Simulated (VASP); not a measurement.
The system is GaN.

```
Ga N
1.0
     2.23495    0.00000    0.00000
    -1.11748    1.93553    0.00000
     0.00000    0.00000    5.62555
Ga N
1 1
Cartesian
  0.0000 0.0000 2.8128
  0.0000 0.0000 0.0000
```

The cell was built from a structure type or drawn by symmetry, and may not be a known phase.

| Property | Result |
| --- | --- |
| Program | VASP 6.6.1 |
| Task | relaxation of cell and atoms |
| Functional | PBE |
| Potentials or basis | VASP PAW PBE potentials, release 64 (Ga_d, N) |
| Cutoff | 600 eV |
| k mesh | 12 × 12 × 4 |
| Occupations | gaussian, width 0.1 eV |
| Spin | no spin polarisation |

At the start: pressure 25.3 GPa; volume 12.17 Å³/atom.

**Question.** Where does the relaxation end?

**Answer.** Over 10 steps the energy falls by 1178.1 meV/atom and the volume is 12.17 Å³/atom (+0.1 %); space group P6/mmm (No. 191, to 0.1 Å) before and after.

The path:
| step | energy change (eV) | largest force (eV/Å) | pressure (GPa) | volume (Å³) |
| --- | --- | --- | --- | --- |
| 1 | 0.0000 | 0.0000 | 25.30 | 24.34 |
| 2 | -1.5792 | 0.0000 | -15.93 | 30.81 |
| 3 | -1.5736 | 0.0000 | -15.35 | 30.54 |
| 4 | -2.3072 | 0.0000 | -7.43 | 26.01 |
| 5 | -2.3442 | 0.0000 | -1.95 | 25.08 |
| 6 | -2.3443 | 0.0000 | -2.91 | 25.19 |
| 7 | -2.3553 | 0.0000 | -1.15 | 24.56 |
| 8 | -2.3555 | 0.0000 | -0.88 | 24.48 |
| 9 | -2.3556 | 0.0000 | 0.88 | 24.23 |
| 10 | -2.3562 | 0.0000 | -0.23 | 24.35 |

Final structure:
```yaml
crystal:
  lattice:
    - [2.62373, 0.00000, 0.00000]
    - [-1.31187, 2.27222, 0.00000]
    - [0.00000, 0.00000, 4.08436]
  atoms:
    - { symbol: Ga, position: [0.00000, 0.00000, 0.50000] }
    - { symbol: N, position: [0.00000, 0.00000, 0.00000] }
```

Caveat: a cell axis changed by over 15 % at a fixed basis, so the end point is rough.
